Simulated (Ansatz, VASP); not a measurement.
Ir in VASP and in Ansatz

```
CELL_PARAMETERS angstrom
0.00000 1.90544 1.90544
1.90544 0.00000 1.90544
1.90544 1.90544 0.00000
ATOMIC_POSITIONS crystal
Ir 0.00000 0.00000 0.00000
```

Alike in both runs: functional LDA; k mesh 18 × 18 × 18; occupations gaussian, width 0.1 eV; no spin polarisation.

Ansatz relaxed the structure, and its values are those at the end. VASP's run is a single point on that final structure, the one shown.

```csv
,VASP,Ansatz
version,VASP 6.6.1,Ansatz 0.2.0
potentials or method,"VASP PAW LDA potentials, release 64 (Ir_sv_GW), cutoff 500 eV","scalar-relativistic, plane waves, PAW"
valence electrons in the cell,17,17
```

```tsv
	VASP	Ansatz	Ansatz less VASP
gap on the k mesh at the Fermi level (eV)	none	none	-
pressure (GPa)	-1.7	0.0	+1.75
```

LDA's correlation is that of Perdew and Zunger in VASP and of Perdew and Wang (1992) in Ansatz. A gap of «none» marks a metal or a gap that the smearing closes.

Neither program's run includes spin-orbit coupling.
